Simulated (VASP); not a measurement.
# Al3Ni2 (P-3m1) in VASP: further runs, part 3 of 3

VASP 6.6.1.

## 5. Relaxation of cell and atoms, r2SCAN, target pressure 15 GPa, at which the enthalpy is minimised

This run uses another cell than the first one, of 12.38 Å³/atom.

POSCAR

```
Al3Ni2
1.0
    3.8887616429      0.0000000000      0.0000000000
   -1.9443808214      3.3677663720      0.0000000000
    0.0000000000      0.0000000000      4.7256966045
Al Ni
3 2
Direct
    0.0000000000      0.0000000000      0.0000000000
    0.3333333333      0.6666666667      0.6474794530
    0.6666666667      0.3333333333      0.3525205470
    0.3333333333      0.6666666667      0.1467909899
    0.6666666667      0.3333333333      0.8532090101
```

INCAR.step1

```
ALGO     = Normal         # electronic algorithm
EDIFF    = 1E-4           # SCF threshold, eV
ENCUT    = 600            # plane-wave cutoff, eV
GGA      = PE             # functional
ISMEAR   = 0              # smearing method
LASPH    = True           # aspherical terms in the spheres
LCHARG   = False          # write CHGCAR
LREAL    = False          # projectors in reciprocal space
LWAVE    = True           # write WAVECAR
NELM     = 80             # most SCF steps
PREC     = Accurate       # precision mode
SIGMA    = 0.1            # smearing width, eV
```

INCAR.step2

```
ALGO     = Normal         # electronic algorithm
EDIFF    = 1E-6           # SCF threshold, eV
EDIFFG   = -0.008         # ionic threshold
ENCUT    = 600            # plane-wave cutoff, eV
IBRION   = 2              # ionic algorithm
ISIF     = 3              # what is computed and relaxed
ISMEAR   = 0              # smearing method
ISTART   = 1            
LASPH    = True           # aspherical terms in the spheres
LCHARG   = False          # write CHGCAR
LMIXTAU  = True         
LREAL    = False          # projectors in reciprocal space
LWAVE    = False          # write WAVECAR
METAGGA  = R2SCAN         # meta-GGA
NELM     = 80             # most SCF steps
NSW      = 70             # ionic steps
PREC     = Accurate       # precision mode
PSTRESS  = 150.0        
SIGMA    = 0.1            # smearing width, eV
```

KPOINTS

```
k-points
0
Gamma
  12 12 8
```

Potentials or basis: VASP PAW PBE potentials, release 64 (Al, Ni).

Command:

```sh
$ cat potpaw_PBE.64/Al/POTCAR potpaw_PBE.64/Ni/POTCAR > POTCAR
$ cp INCAR.step1 INCAR
$ mpirun -np 1 vasp_std > vasp.out
$ cp INCAR.step2 INCAR
$ mpirun -np 1 vasp_std > vasp.out
```

OUTCAR:

```text
EDIFF = 1E-6
   EDIFFG = -0.008
   ENCUT = 600
   IBRION = 2
   ISIF = 3
   ISMEAR = 0
   ISTART = 1
   LASPH = True
   LREAL = False
   METAGGA = R2SCAN
   NELM = 80
   NSW = 70
   PREC = Accurate
   PSTRESS = 150.0

 ion  position               nearest neighbor table
   1  0.000  0.000  0.000-   4 2.35   5 2.35   4 2.35   5 2.35   5 2.35   4 2.35   2 2.80   3 2.80
                             2 2.80   3 2.80   2 2.80   3 2.80
   2  0.333  0.667  0.647-   4 2.36   4 2.37   5 2.45   5 2.45   5 2.45   3 2.64   3 2.64   3 2.64
                             1 2.80   1 2.80   1 2.80
   3  0.667  0.333  0.353-   5 2.36   5 2.37   4 2.45   4 2.45   4 2.45   2 2.64   2 2.64   2 2.64
                             1 2.80   1 2.80   1 2.80
   4  0.333  0.667  0.147-   1 2.35   1 2.35   1 2.35   2 2.36   2 2.37   3 2.45   3 2.45   3 2.45
                             5 2.64   5 2.64   5 2.64
   5  0.667  0.333  0.853-   1 2.35   1 2.35   1 2.35   3 2.36   3 2.37   2 2.45   2 2.45   2 2.45
                             4 2.64   4 2.64   4 2.64

  LATTYP: Found a hexagonal cell.
 ALAT       =     3.8887616429
 C/A-ratio  =     1.2152188893

  Lattice vectors:

 A1 = (   3.8887616429,   0.0000000000,   0.0000000000)
 A2 = (  -1.9443808214,   3.3677663720,   0.0000000000)
 A3 = (   0.0000000000,   0.0000000000,   4.7256966045)

Analysis of symmetry for initial positions (statically):
=====================================================================
 Subroutine PRICEL returns:
 Original cell was already a primitive cell.

 Routine SETGRP: Setting up the symmetry group for a
 hexagonal supercell.

 Subroutine GETGRP returns: Found 12 space group operations
 (whereof 12 operations were pure point group operations)
 out of a pool of 24 trial point group operations.

The static configuration has the point symmetry D_3d.

Analysis of symmetry for dynamics (positions and initial velocities):
=====================================================================
 Subroutine PRICEL returns:
 Original cell was already a primitive cell.

 Routine SETGRP: Setting up the symmetry group for a
 hexagonal supercell.

 Subroutine GETGRP returns: Found 12 space group operations
 (whereof 12 operations were pure point group operations)
 out of a pool of 24 trial point group operations.

The dynamic configuration has the point symmetry D_3d.

 Subroutine INISYM returns: Found 12 space group operations
 (whereof 12 operations are pure point group operations),
 and found     1 'primitive' translations

----------------------------------------------------------------------------------------

                                     Primitive cell

  volume of cell :      61.8898

  direct lattice vectors                    reciprocal lattice vectors
     3.888761643  0.000000000  0.000000000     0.257151271  0.148466356  0.000000000
    -1.944380821  3.367766372  0.000000000     0.000000000  0.296932711  0.000000000
     0.000000000  0.000000000  4.725696605     0.000000000  0.000000000  0.211609014

  length of vectors
     3.888761643  3.888761643  4.725696605     0.296932711  0.296932711  0.211609014

  position of ions in fractional coordinates (direct lattice)
     0.000000000  0.000000000  0.000000000
     0.333333333  0.666666667  0.647479453
     0.666666667  0.333333333  0.352520547
     0.333333333  0.666666667  0.146790990
     0.666666667  0.333333333  0.853209010

  ion indices of the primitive-cell ions
[... 61 lines left out ...]
   number of dos      NEDOS =    301   number of ions     NIONS =      5
   total plane-waves  NPLWV =  40960
   dimension x,y,z NGX =    32 NGY =   32 NGZ =   40
   dimension x,y,z NGXF=    64 NGYF=   64 NGZF=   80
   ions per type =               3   2
   NGX,Y,Z   is equivalent  to a cutoff of  13.68, 13.68, 14.07 a.u.
   NGXF,Y,Z  is equivalent  to a cutoff of  27.36, 27.36, 28.14 a.u.
 SYSTEM =  unknown system
   PREC   = accura    normal or accurate (medium, high low for compatibility)
   ISTART =      1    job   : 0-new  1-cont  2-samecut
   ICHARG =      0    charge: 1-file 2-atom 10-const
   ISPIN  =      1    spin polarized calculation?
   LNONCOLLINEAR =      F non collinear calculations
   LSORBIT =      F    spin-orbit coupling
   LASPH  =      T    aspherical Exc in radial PAW
   ENCUT  =  600.0 eV  44.10 Ry    6.64 a.u.   7.77  7.77  9.44*2*pi/ulx,y,z
   NELM   =     80;   NELMIN=  2; NELMDL=  0     # of ELM steps
   EDIFF  = 0.1E-05   stopping-criterion for ELM
   LREAL  =      F    real-space projection
   EDIFFG = -.8E-02   stopping-criterion for IOM
   NSW    =     70    number of steps for IOM
   IBRION =      2    ionic relax: 0-MD 1-quasi-New 2-CG
   NFREE  =      1    steps in history (QN), initial steepest desc. (CG)
   ISIF   =      3    stress and relaxation
   ISYM   =      2    0-nonsym 1-usesym 2-fastsym
   POTIM  = 0.5000    time-step for ionic-motion
   TEBEG  =    0.0;   TEEND  =   0.0 temperature during run
   PSTRESS=  150.0 pullay stress
   NELECT =      29.0000    total number of electrons
   NUPDOWN=      -1.0000    fix difference up-down
   EMIN   =  10.00;   EMAX   =-10.00  energy-range for DOS
   EFERMI =   0.00;   METHOD = LEGACY
   ISMEAR =     0;   SIGMA  =   0.10  broadening in eV -4-tet -1-fermi 0-gaus
   EFERMI_NEDOS =   21; number of points for ismear=-14 and -15
   IALGO  =     38    algorithm
   IMIX   =      4    mixing-type and parameters
     AMIX     =   0.40;   BMIX     =  1.00
     AMIX_MAG =   1.60;   BMIX_MAG =  1.00
  volume/ion in A,a.u.               =      12.38        83.53
  Fermi-wavevector in a.u.,A,eV,Ry     =   1.271553  2.402887 21.998538  1.616847
  Thomas-Fermi vector in A             =   2.404480
   LORBIT       =      0    0 simple, 1 ext, 2 COOP (PROOUT), +10 PAW based schemes
   METAGGA = R2SCAN    functional components
   LHFCALC =     F    Hartree Fock is set to
   AEXX    =    0.0000 exact exchange contribution
   IVDW    =     0    specifies the selected vdW correction
   LEPSILON=     F    determine dielectric tensor
   LRPA    =     F    only Hartree local field effects (RPA)
 conjugate gradient relaxation of ions
 non-spin polarized calculation
 Gauss-broadening in eV      SIGMA  =   0.10
  energy-cutoff  :      600.00
  volume of cell :       61.89
 maximum number of plane-waves:      2089
 NGX is ok and might be reduce to    32
   NGX = 15   NGY = 15   NGZ = 19

--------------------------------------- Ionic step        1  -------------------------------------------

 number of electron      29.0000005 magnetization

 Free energy of the ion-electron system (eV)
  ---------------------------------------------------
  ext. energy  EPLUGINS =         0.00000000
  ---------------------------------------------------
  free energy    TOTEN  =       -47.11152579 eV

  energy without entropy =      -47.10612086  energy(sigma->0) =      -47.10882332

------------------------ aborting loop because EDIFF is reached ----------------------------------------

  FORCE on cell =-STRESS in cart. coord.  units (eV):
  Direction    XX          YY          ZZ          XY          YZ          ZX
  --------------------------------------------------------------------------------------
  -------------------------------------------------------------------------------------
  Total        5.7698702      5.7698702      5.9387058      0.0000000      0.0000000      0.0000000
  in kB      149.3679796    149.3679796    153.7387262      0.0000000      0.0000000      0.0000000
  external PRESSURE =       0.8248951 kB  Pullay stress =     150.0000000 kB
[... 151 lines left out ...]
--------------------------------------- Ionic step        5  -------------------------------------------

 number of electron      29.0000005 magnetization

 Free energy of the ion-electron system (eV)
  ---------------------------------------------------
  ext. energy  EPLUGINS =         0.00000000
  ---------------------------------------------------
  free energy    TOTEN  =       -47.11207625 eV

  energy without entropy =      -47.10655261  energy(sigma->0) =      -47.10931443

 E-fermi :   9.5204     XC(G=0): -12.4829

 val. band max:        9.5174394638   @ k =   0.0833   0.0833   0.0000
 cond. band min:       9.5274607389   @ k =   0.3333   0.2500   0.5000
 fundamental gap:      0.0100212751
 Fermi energy:         9.5203637966

 k-point     1 :       0.0000    0.0000    0.0000
  band No.  band energies     occupation
      1      -2.1708      2.00000
      2       3.6688      2.00000
      3       4.1976      2.00000
      4       5.4027      2.00000
      5       5.4027      2.00000
      6       6.0664      2.00000
[... 481 lines left out ...]
      5       5.5246      2.00000
      6       5.9217      2.00000
[... 10 lines left out ...]
     17      14.0959      0.00000
     18      14.2378      0.00000

 [... further k-points ...]

------------------------ aborting loop because EDIFF is reached ----------------------------------------

  FORCE on cell =-STRESS in cart. coord.  units (eV):
  Direction    XX          YY          ZZ          XY          YZ          ZX
  --------------------------------------------------------------------------------------
  -------------------------------------------------------------------------------------
  Total        5.7973653      5.7973653      5.7970613      0.0000000      0.0000000      0.0000000
  in kB      150.0786025    150.0786025    150.0707342      0.0000000      0.0000000      0.0000000
  external PRESSURE =       0.0759798 kB  Pullay stress =     150.0000000 kB
[... 24 lines left out ...]
  energy  without entropy=      -47.1065526080  energy(sigma->0) =      -47.10931443

  enthalpy is  TOTEN    =       -41.3177473071 eV   P V=        5.7943289466

 reached required accuracy - stopping structural energy minimisation
```

It took 60 min on 1 thread of Oxide Virtual Turin-like, shared host; peak memory 0.31 GiB.

What came out:

| Quantity | Value |
| --- | --- |
| Free energy | -47.1121 eV |
| Energy change on relaxing (the run minimises the enthalpy) | -0.1 meV/atom |
| Ionic steps | 5 |
| Pressure after relaxing | 15.0 GPa |
| Largest force after relaxing | 0.006 eV/Å |
| Band gap on the k mesh | zero (an odd number of electrons rules out a gap without spin polarisation) |

Forces on the atoms (eV/Å):
```
Al   0.000  0.000  0.000
Al   0.000  0.000  0.006
Al   0.000  0.000 -0.006
Ni   0.000  0.000  0.003
Ni   0.000  0.000 -0.003
```

Step by step:
```
step  energy change (eV)  largest force (eV/Å)  pressure (GPa)  volume (Å³)
   1              0.0000                0.0773           15.08        61.89
   2             -0.0058                0.0173           14.84        61.95
   3             -0.0050                0.0079           14.86        61.94
   4              0.0030                0.0069           15.12        61.85
   5             -0.0006                0.0061           15.01        61.89
```

Final structure:
```
CELL_PARAMETERS angstrom
3.88685 0.00000 0.00000
-1.94342 3.36611 0.00000
0.00000 0.00000 4.73038
ATOMIC_POSITIONS crystal
Al 0.00000 0.00000 0.00000
Al 0.33333 0.66667 0.64695
Al 0.66667 0.33333 0.35305
Ni 0.33333 0.66667 0.14754
Ni 0.66667 0.33333 0.85246
```

Caveat: the cell is relaxed towards a set pressure, so the run minimises the enthalpy, not the energy; the PAW data sets were made with another functional, which shifts forces and pressure a little. Spin polarisation is off, so any magnetic state and its effect on volume and gap are missing.

## 6. The runs side by side

| task | cell | cutoff (eV) | gap on the mesh (eV) | pressure (GPa) | largest force (eV/Å) |
| --- | --- | --- | --- | --- | --- |
| single point | a = 4.007, b = 4.007, c = 4.862 Å, angles 90.0, 90.0, 120.0°, 5 atoms | 520 | none | -0.2 | 0.02 |
| relaxation of shape and atoms at fixed volume | relaxed from a = 4.046, b = 4.046, c = 4.910 Å, angles 90.0, 90.0, 120.0°, 5 atoms | 660 | none | -4.3 | 0.01 |
| relaxation of cell and atoms | relaxed to 8 GPa from a = 3.939, b = 3.939, c = 4.782 Å, angles 90.0, 90.0, 120.0°, 5 atoms | 600 | none | 8.0 | - |
| relaxation of cell and atoms | relaxed to 15 GPa from a = 3.889, b = 3.889, c = 4.726 Å, angles 90.0, 90.0, 120.0°, 5 atoms | 600 | none | 15.0 | 0.01 |

Alike in all rows: level r2SCAN; potentials or basis VASP PAW PBE potentials, release 64 (Al, Ni); no spin polarisation; k mesh 12 × 12 × 8; smearing gaussian 0.1 eV.

Caveats: the PAW data sets were made with another functional, which shifts forces and pressure a little; the cell is relaxed towards a set pressure, so the run minimises the enthalpy, not the energy (at least some runs).

Total energies depend on the potentials used, so only differences within one code and one set of settings carry meaning.
